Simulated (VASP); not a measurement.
# Mo (Im-3m) in VASP: notebook

Mo is run at these levels: r2SCAN; tasks: single point.

Program: VASP 6.6.1. These are calculated values, not measurements. Logs are shortened: lines on timing, memory, paths and dates and some standing lists are left out, and cuts for length are marked.

## 1. The cell of the first run

It takes space group Im-3m (No. 229, cubic). The conventional cell has a = 3.153 Å, b = 3.153 Å, c = 3.153 Å, α = 90.00°, β = 90.00°, γ = 90.00°. Mo (site symmetry m-3m) has 14 Mo at 2.73 to 3.15 Å within 3.6 Å.

## 2. Single point, r2SCAN

The input, POSCAR:

```
Mo
1.0
   -1.5764210569      1.5764210569      1.5764210569
    1.5764210569     -1.5764210569      1.5764210569
    1.5764210569      1.5764210569     -1.5764210569
Mo
1
Direct
    0.0000000000      0.0000000000      0.0000000000
```

The input, INCAR.step1:

```
SYSTEM = Mo
ALGO = Normal ; EDIFF = 1E-4
ENCUT = 520 ; GGA = PE
ISMEAR = -1 ; LASPH = .TRUE.
LCHARG = .FALSE. ; LREAL = .FALSE.
LWAVE = .TRUE. ; NBANDS = 13
NELM = 100 ; PREC = Accurate
SIGMA = 0.1
```

The input, INCAR.step2:

```
SYSTEM = Mo
ALGO = Normal ; EDIFF = 1E-6
ENCUT = 520 ; ISIF = 2
ISMEAR = -1 ; ISTART = 1
LASPH = .TRUE. ; LCHARG = .TRUE.
LELF = .TRUE. ; LMIXTAU = .TRUE.
LREAL = .FALSE. ; LVHAR = .TRUE.
LWAVE = .FALSE. ; METAGGA = R2SCAN
NBANDS = 13 ; NELM = 100
PREC = Accurate ; SIGMA = 0.1
```

The input, KPOINTS:

```
k-points
0
G
  23 23 23
  0 0 0
```

Potentials or basis: VASP PAW PBE potentials, release 64 (Mo_sv).

Command:

```console
cat potpaw_PBE.64/Mo_sv/POTCAR > POTCAR
cp INCAR.step1 INCAR
mpirun -np 1 vasp_std > vasp.out
cp INCAR.step2 INCAR
mpirun -np 1 vasp_std > vasp.out
```

OUTCAR:

```text
SYSTEM = Mo
   EDIFF = 1E-6
   ENCUT = 520
   ISIF = 2
   ISMEAR = -1
   ISTART = 1
   LASPH = .TRUE.
   LREAL = .FALSE.
   METAGGA = R2SCAN
   NELM = 100
   PREC = Accurate

 ion  position               nearest neighbor table
   1  0.000  0.000  0.000-

  LATTYP: Found a body centered cubic cell.
 ALAT       =     3.1528421138

  Lattice vectors:

 A1 = (  -1.5764210569,   1.5764210569,   1.5764210569)
 A2 = (   1.5764210569,  -1.5764210569,   1.5764210569)
 A3 = (   1.5764210569,   1.5764210569,  -1.5764210569)

Analysis of symmetry for initial positions (statically):
=====================================================================
 Subroutine PRICEL returns:
 Original cell was already a primitive cell.

 Routine SETGRP: Setting up the symmetry group for a
 body centered cubic supercell.

 Subroutine GETGRP returns: Found 48 space group operations
 (whereof 48 operations were pure point group operations)
 out of a pool of 48 trial point group operations.

The static configuration has the point symmetry O_h .

Analysis of symmetry for dynamics (positions and initial velocities):
=====================================================================
 Subroutine PRICEL returns:
 Original cell was already a primitive cell.

 Routine SETGRP: Setting up the symmetry group for a
 body centered cubic supercell.

 Subroutine GETGRP returns: Found 48 space group operations
 (whereof 48 operations were pure point group operations)
 out of a pool of 48 trial point group operations.

The dynamic configuration has the point symmetry O_h .

 Subroutine INISYM returns: Found 48 space group operations
 (whereof 48 operations are pure point group operations),
 and found     1 'primitive' translations

----------------------------------------------------------------------------------------

                                     Primitive cell

  volume of cell :      15.6703

  direct lattice vectors                    reciprocal lattice vectors
    -1.576421057  1.576421057  1.576421057     0.000000000  0.317174144  0.317174144
     1.576421057 -1.576421057  1.576421057     0.317174144  0.000000000  0.317174144
     1.576421057  1.576421057 -1.576421057     0.317174144  0.317174144  0.000000000

  length of vectors
     2.730441365  2.730441365  2.730441365     0.448551977  0.448551977  0.448551977

  position of ions in fractional coordinates (direct lattice)
     0.000000000  0.000000000  0.000000000

  ion indices of the primitive-cell ions
   primitive index   ion index
                 1           1

----------------------------------------------------------------------------------------

 KPOINTS: k-points

Automatic generation of k-mesh.
 Grid dimensions read from file:
 generate k-points for:   23   23   23

 Generating k-lattice:

  Cartesian coordinates                     Fractional coordinates (reciprocal lattice)
     0.000000000  0.013790180  0.013790180     0.043478261  0.000000000  0.000000000
     0.013790180  0.000000000  0.013790180     0.000000000  0.043478261  0.000000000
     0.013790180  0.013790180  0.000000000     0.000000000  0.000000000  0.043478261

  Length of vectors
     0.019502260  0.019502260  0.019502260

  Shift w.r.t. Gamma in fractional coordinates (k-lattice)
     0.000000000  0.000000000  0.000000000

 Subroutine IBZKPT returns following result:
 ===========================================

 Found    364 irreducible k-points:

 Following reciprocal coordinates:
            Coordinates               Weight
  0.000000  0.000000  0.000000      1.000000
  0.043478  0.000000  0.000000     12.000000
  0.086957  0.000000  0.000000     12.000000
  0.130435  0.000000  0.000000     12.000000
  0.173913  0.000000  0.000000     12.000000
  0.217391  0.000000  0.000000     12.000000
[... 16 lines left out ...]
  0.478261  0.043478  0.000000     24.000000
  0.086957  0.086957  0.000000     24.000000
 [... further k-points ...]
   k-points           NKPTS =    364   k-points in BZ     NKDIM =    364   number of bands    NBANDS=     13
   number of dos      NEDOS =    301   number of ions     NIONS =      1
   total plane-waves  NPLWV =   8000
   dimension x,y,z NGX =    20 NGY =   20 NGZ =   20
   dimension x,y,z NGXF=    40 NGYF=   40 NGZF=   40
   ions per type =               1
   NGX,Y,Z   is equivalent  to a cutoff of  12.18, 12.18, 12.18 a.u.
   NGXF,Y,Z  is equivalent  to a cutoff of  24.35, 24.35, 24.35 a.u.
 SYSTEM =  Mo
   PREC   = accura    normal or accurate (medium, high low for compatibility)
   ISTART =      1    job   : 0-new  1-cont  2-samecut
   ICHARG =      0    charge: 1-file 2-atom 10-const
   ISPIN  =      1    spin polarized calculation?
   LNONCOLLINEAR =      F non collinear calculations
   LSORBIT =      F    spin-orbit coupling
   LASPH  =      T    aspherical Exc in radial PAW
   ENCUT  =  520.0 eV  38.22 Ry    6.18 a.u.   5.08  5.08  5.08*2*pi/ulx,y,z
   NELM   =    100;   NELMIN=  2; NELMDL=  0     # of ELM steps
   EDIFF  = 0.1E-05   stopping-criterion for ELM
   LREAL  =      F    real-space projection
[... 7 lines left out ...]
   TEBEG  =    0.0;   TEEND  =   0.0 temperature during run
   PSTRESS=    0.0 pullay stress
   NELECT =      14.0000    total number of electrons
   NUPDOWN=      -1.0000    fix difference up-down
   EMIN   =  10.00;   EMAX   =-10.00  energy-range for DOS
   EFERMI =   0.00;   METHOD = LEGACY
   ISMEAR =    -1;   SIGMA  =   0.10  broadening in eV -4-tet -1-fermi 0-gaus
   EFERMI_NEDOS =   21; number of points for ismear=-14 and -15
   IALGO  =     38    algorithm
   IMIX   =      4    mixing-type and parameters
     AMIX     =   0.40;   BMIX     =  1.00
     AMIX_MAG =   1.60;   BMIX_MAG =  1.00
  volume/ion in A,a.u.               =      15.67       105.75
  Fermi-wavevector in a.u.,A,eV,Ry     =   1.576735  2.979596 33.825338  2.486092
  Thomas-Fermi vector in A             =   2.677523
   LORBIT       =      0    0 simple, 1 ext, 2 COOP (PROOUT), +10 PAW based schemes
   METAGGA = R2SCAN    functional components
   LHFCALC =     F    Hartree Fock is set to
   AEXX    =    0.0000 exact exchange contribution
   IVDW    =     0    specifies the selected vdW correction
   LEPSILON=     F    determine dielectric tensor
   LRPA    =     F    only Hartree local field effects (RPA)
 non-spin polarized calculation
  energy-cutoff  :      520.00
  volume of cell :       15.67
 maximum number of plane-waves:       435
   NGX = 11   NGY = 11   NGZ = 11

 number of electron      14.0000002 magnetization

 Free energy of the ion-electron system (eV)
  ---------------------------------------------------
  ext. energy  EPLUGINS =         0.00000000
  ---------------------------------------------------
  free energy    TOTEN  =       -26.08929744 eV

  energy without entropy =      -26.07206518  energy(sigma->0) =      -26.08068131

 E-fermi :  12.5197     XC(G=0): -14.6216

 val. band max:       12.4930492974   @ k =  -0.3043   0.3478   0.1739
 cond. band min:      12.5575881135   @ k =  -0.3478   0.3478   0.2174
 fundamental gap:      0.0645388161
 Fermi energy:        12.5197307219

 k-point     1 :       0.0000    0.0000    0.0000
  band No.  band energies     occupation
      1     -50.7165      2.00000
      2     -23.1939      2.00000
      3     -23.1939      2.00000
      4     -23.1939      2.00000
      5       4.8546      2.00000
      6      11.0906      2.00000
      7      11.0906      2.00000
      8      11.0906      2.00000
      9      14.4166      0.00000
     10      14.4166      0.00000
     11      28.0018      0.00000
     12      28.0018      0.00000
     13      28.0018      0.00000

 k-point     2 :       0.0435    0.0000    0.0000
  band No.  band energies     occupation
      1     -50.7112      2.00000
      2     -23.2237      2.00000
      3     -23.2030      2.00000
      4     -23.1942      2.00000
      5       4.9432      2.00000
      6      11.0399      2.00000
      7      11.0824      2.00000
      8      11.1726      2.00000
      9      14.3384      0.00000
     10      14.4170      0.00000
     11      28.0690      0.00000
     12      28.1503      0.00000
     13      28.1763      0.00000

 k-point     3 :       0.0870    0.0000    0.0000
  band No.  band energies     occupation
      1     -50.6958      2.00000
      2     -23.3104      2.00000
      3     -23.2296      2.00000
      4     -23.1948      2.00000
      5       5.2012      2.00000
      6      10.8949      2.00000
      7      11.0506      2.00000
      8      11.4165      1.99997
      9      14.1427      0.00000
     10      14.4205      0.00000
     11      28.2464      0.00000
     12      28.5877      0.00000
     13      28.6431      0.00000

 k-point     4 :       0.1304    0.0000    0.0000
  band No.  band energies     occupation
      1     -50.6713      2.00000
      2     -23.4460      2.00000
      3     -23.2714      2.00000
      4     -23.1958      2.00000
      5       5.6041      2.00000
      6      10.6747      2.00000
      7      10.9807      2.00000
      8      11.8158      1.99825
      9      13.9236      0.00000
     10      14.4332      0.00000
     11      28.4536      0.00000
     12      29.2379      0.00000
     13      29.2919      0.00000

 k-point     5 :       0.1739    0.0000    0.0000
  band No.  band energies     occupation
      1     -50.6395      2.00000
      2     -23.6190      2.00000
      3     -23.3252      2.00000
      4     -23.1971      2.00000
      5       6.1039      2.00000
      6      10.4049      2.00000
      7      10.8780      2.00000
      8      12.3597      1.66410
      9      13.7779      0.00001
     10      14.4625      0.00000
     11      28.5421      0.00000
     12      29.6971      0.00000
     13      30.2312      0.00000
[... 257 lines left out ...]
 k-point    22 :       0.4348    0.0435    0.0000
  band No.  band energies     occupation
      1     -50.4302      2.00000
      2     -24.6545      2.00000
      3     -23.6663      2.00000
      4     -23.2177      2.00000
      5       7.0219      2.00000
      6       8.9879      2.00000
      7      13.4923      0.00012
      8      14.3960      0.00000
      9      15.2332      0.00000
     10      17.3838      0.00000
     11      24.9024      0.00000
     12      25.2694      0.00000
     13      30.9205      0.00000

 k-point    23 :       0.4783    0.0435    0.0000
  band No.  band energies     occupation
      1     -50.4248      2.00000
      2     -24.6799      2.00000
      3     -23.6751      2.00000
      4     -23.2180      2.00000
      5       6.9889      2.00000
      6       8.9561      2.00000
      7      13.7370      0.00001
      8      14.3647      0.00000
      9      15.2981      0.00000
     10      17.5811      0.00000
     11      24.6535      0.00000
     12      25.1371      0.00000
     13      30.6338      0.00000

 k-point    24 :       0.0870    0.0870    0.0000
  band No.  band energies     occupation
      1     -50.6573      2.00000
      2     -23.5224      2.00000
      3     -23.2693      2.00000
      4     -23.2228      2.00000
      5       5.8373      2.00000
      6      10.6516      2.00000
      7      10.7778      2.00000
      8      12.1186      1.96443
      9      13.7538      0.00001
     10      14.5164      0.00000
     11      28.7133      0.00000
     12      29.4007      0.00000
     13      29.5773      0.00000

 [... further k-points ...]
[... 5 lines left out ...]
  --------------------------------------------------------------------------------------
  -------------------------------------------------------------------------------------
  Total        0.0614837      0.0614837      0.0614837      0.0000000      0.0000000      0.0000000
  in kB        6.2862811      6.2862811      6.2862811      0.0000000      0.0000000      0.0000000
  external PRESSURE =       6.2862811 kB  Pullay stress =       0.0000000 kB

 VOLUME and BASIS-vectors are now :
 -----------------------------------------------------------------------------
  energy-cutoff  :      520.00
  volume of cell :       15.67
      direct lattice vectors                 reciprocal lattice vectors
    -1.576421057  1.576421057  1.576421057     0.000000000  0.317174144  0.317174144
     1.576421057 -1.576421057  1.576421057     0.317174144  0.000000000  0.317174144
     1.576421057  1.576421057 -1.576421057     0.317174144  0.317174144  0.000000000

 POSITION                                       TOTAL-FORCE (eV/Angst)
 -----------------------------------------------------------------------------------
      0.00000      0.00000      0.00000         0.000000     -0.000000      0.000000
 -----------------------------------------------------------------------------------
    total drift:                                0.000000     -0.000000      0.000000

  FREE ENERGIE OF THE ION-ELECTRON SYSTEM (eV)
  ---------------------------------------------------
  free  energy   TOTEN  =       -26.0892974377 eV

  energy  without entropy=      -26.0720651845  energy(sigma->0) =      -26.08068131
```

Run time: 74 s. Hardware: 1 thread of Intel Xeon 6975P-C (Granite Rapids), shared host; peak memory 0.18 GiB.

What came out:

- Free energy: -26.0893 eV
- Pressure: 0.6 GPa
- Band gap on the k mesh: zero (band 7 reaches 16.50 eV, above the bottom of band 8 at 11.09 eV)

Caveat: the PAW data sets were made with another functional, which shifts forces and pressure a little.

## 3. Single point, r2SCAN (volume scaled by 1.04)

The input, POSCAR:

```
Mo
1.0
   -1.5971658181      1.5971658181      1.5971658181
    1.5971658181     -1.5971658181      1.5971658181
    1.5971658181      1.5971658181     -1.5971658181
Mo
1
Direct
    0.0000000000      0.0000000000      0.0000000000
```

The input, INCAR.step1:

```
SYSTEM = Mo
PREC = Accurate
ENCUT = 520
ISMEAR = -1
SIGMA = 0.1
LREAL = .FALSE.
LASPH = .TRUE.
NELM = 60
NBANDS = 13
GGA = PE
ALGO = Normal
EDIFF = 1E-4
LWAVE = .TRUE.
LCHARG = .FALSE.
```

The input, INCAR.step2:

```
SYSTEM = Mo
PREC = Accurate
ENCUT = 520
EDIFF = 1E-7
ISMEAR = -1
SIGMA = 0.1
LREAL = .FALSE.
LASPH = .TRUE.
NELM = 60
ALGO = Normal
ISIF = 2
LWAVE = .FALSE.
LCHARG = .FALSE.
METAGGA = R2SCAN
LMIXTAU = .TRUE.
NBANDS = 13
ISTART = 1
```

The input, KPOINTS:

```
regular mesh
0
G
  23 23 23
  0 0 0
```

Potentials or basis: VASP PAW PBE potentials, release 64 (Mo_sv).

Command:

```console
cat potpaw_PBE.64/Mo_sv/POTCAR > POTCAR
cp INCAR.step1 INCAR
mpirun -np 1 vasp_std > vasp.out
cp INCAR.step2 INCAR
mpirun -np 1 vasp_std > vasp.out
```

It took 1.8 min on 1 thread of Intel Xeon 6975P-C (Granite Rapids), shared host; peak memory 0.2 GiB.

The run converged. Its results:

- Free energy: -26.0717 eV
- Pressure: -9.3 GPa
- Band gap on the k mesh: zero (band 7 reaches 15.66 eV, above the bottom of band 8 at 10.54 eV)

Levels at points of the mesh, in eV from the Fermi level:
```tsv
k point	band 5	band 6	band 7	band 8	band 9	band 10
(0.00, 0.00, 0.00)	-7.53	-1.35	-1.35	-1.35	1.83	1.83
```

Caveat: the PAW data sets were made with another functional, which shifts forces and pressure a little.
